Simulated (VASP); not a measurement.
Set up this calculation in VASP 6.6.1, as the native input.

```
Task                   : relaxation of cell and atoms
Functional             : PBE
Potentials or basis    : VASP PAW PBE potentials, release 64 (Fe)
Cutoff                 : 600 eV
k mesh                 : 27 × 27 × 14
Occupations            : gaussian, width 0.1 eV
Spin                   : no spin polarisation
Dipole correction      : no
Further INCAR settings : ALGO = Normal; EDIFF = 1e-07; IBRION = 2; EDIFFG = -0.01; NSW = 100; ISIF = 3
```

The structure of Fe lies in POSCAR:

```
Fe
1.0
    2.4577327204      0.0000000000      0.0000000000
   -1.2288663602      2.1284589715      0.0000000000
    0.0000000000      0.0000000000      3.8973471808
Fe
2
Direct
    0.3333333333      0.6666666667      0.7500000000
    0.6666666667      0.3333333333      0.2500000000
```

These files were run (other wordings do the same):

INCAR

```
ALGO = Normal
EDIFF = 1E-7
EDIFFG = -0.01
ENCUT = 600
GGA = PE
IBRION = 2
ISIF = 3
ISMEAR = 0
LASPH = T
LCHARG = F
LREAL = F
LWAVE = F
NELM = 100
NSW = 100
PREC = Accurate
SIGMA = 0.1
```

KPOINTS

```
k-points
0
Gamma
  27 27 14
```

Potentials or basis: VASP PAW PBE potentials, release 64 (Fe).

Command:

```bash
$ cat potpaw_PBE.64/Fe/POTCAR > POTCAR
$ mpirun -np 1 vasp_std > vasp.out
```

Results of the run:

| Quantity | Value |
| --- | --- |
| Relaxed volume | 10.17 Å³/atom |
| Relaxed cell | a = 2.459 Å, b = 2.459 Å, c = 3.885 Å, α = 90.00°, β = 90.00°, γ = 120.00° |
| Space group after relaxing (to 0.05 Å) | P6_3/mmc (No. 194) |
| Energy gained by relaxing | 0.2 meV/atom |
| Ionic steps | 5 |
| Pressure after relaxing | 0.0 GPa |
| Band gap on the k mesh | zero (band 8 reaches 7.83 eV, above the bottom of band 9 at 5.92 eV) |

Caveat: the run has no spin polarisation, though such a crystal can be magnetic.

Wall time 5.9 min on 1 thread of AMD EPYC 7R43 64-Core Processor (Zen 3) (shared host), peak memory 0.26 GiB.
